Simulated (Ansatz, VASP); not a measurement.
## CdI2 in VASP and in Ansatz

File POSCAR:

```
CdI2
1.0
    4.2470087270      0.0000000000      0.0000000000
   -2.1235043635      3.6780174477      0.0000000000
    0.0000000000      0.0000000000      6.6881744112
Cd I
1 2
Direct
    0.0000000000      0.0000000000      0.0000000000
    0.3333333333      0.6666666667      0.2549893080
    0.6666666667      0.3333333333      0.7450106920
```

The input INCAR.step1:

```
SYSTEM = CdI2
PREC = Accurate
ENCUT = 400
EDIFF = 1E-5
ISMEAR = 0
SIGMA = 0.01
LREAL = .False.
LASPH = .True.
NELM = 120
ALGO = Normal
ISIF = 2
LWAVE = .True.
LCHARG = .False.
GGA = PE
NBANDS = 20
GGA_COMPAT = .False.
KPAR = 4
```

File INCAR.step2:

```
SYSTEM = CdI2
PREC = Accurate
ENCUT = 400
EDIFF = 1E-6
ISMEAR = 0
SIGMA = 0.01
LREAL = .False.
LASPH = .True.
NELM = 120
ALGO = Normal
ISIF = 2
LWAVE = .False.
LCHARG = .False.
GGA = PE
LHFCALC = .True.
HFSCREEN = 0.2079
PRECFOCK = Normal
ISTART = 1
NBANDS = 20
GGA_COMPAT = .False.
KPAR = 4
```

Contents of KPOINTS:

```
Automatic mesh
0
Gamma
  6 6 4
  0 0 0
```

Input for Ansatz:

```yaml
crystal:
  lattice:
    - [4.247008727, 0.0, 0.0]
    - [-2.1235043635, 3.6780174477, 0.0]
    - [0.0, 0.0, 6.6881744112]
  atoms:
    - { symbol: Cd, position: [0.0, 0.0, 0.0] }
    - { symbol: I, position: [0.3333333333, 0.6666666667, 0.254989308] }
    - { symbol: I, position: [0.6666666667, 0.3333333333, 0.745010692] }
kpoints:
  mp_grid: { grid: [6, 6, 4] }
  band_path:
    path:
      - [0.0, 0.0, 0.0]
      - [0.5, 0.0, 0.0]
      - [0.3333333333, 0.3333333333, 0.0]
      - [0.0, 0.0, 0.5]
      - [0.5, 0.0, 0.5]
      - [0.3333333333, 0.3333333333, 0.5]
      - [-0.078125, 0.15625, 0.0]
      - [0.0, 0.442708, 0.346354]
    npoints: 1
hamiltonian:
  xc: hse06
scf:
  occupations: { method: fixed }
  n_extra_bands: 4
output:
  forces: true
  stress: true
  eigenvalues: true
  write_density: true
  write_potential: true
  elf: true
  volumetric_format: npy
```

Change from the starting cell: uniaxial_z strain -3.0%.

Alike in both runs: task single point; functional HSE06; k mesh 6 × 6 × 4; no spin polarisation.

|  | VASP | Ansatz |
| --- | --- | --- |
| version | VASP 6.6.1 | Ansatz 0.2.0 |
| potentials or method | VASP PAW PBE potentials, release 64 (Cd, I) | plane waves, PAW |
| plane-wave cutoff (eV) | 400 | 420 |
| occupations | gaussian, width 0.01 eV | fixed |
| valence electrons in the cell | 26 | 54 |

VASP gave:

- gap on the k mesh at the Fermi level (eV): 3.36
- pressure (GPa): 1.1
- traceless stress, the component that is largest in VASP (GPa): 0.21
- rms of the force components (eV/Å): 0.027

Question: Estimate Ansatz's values.

Answer: gap on the k mesh at the Fermi level (eV): 3.37; pressure (GPa): 1.3; traceless stress, the component that is largest in VASP (GPa): 0.22; rms of the force components (eV/Å): 0.035.

Atom by atom the forces differ by 0.008 eV/Å (rms over components). VASP's potentials hold 26 valence electrons a cell and Ansatz's 54, so a difference there can come from the potentials and not from the codes. Ansatz's warnings: stress exchange threshold loose, stress scf threshold loose.

Neither program's run includes spin-orbit coupling.
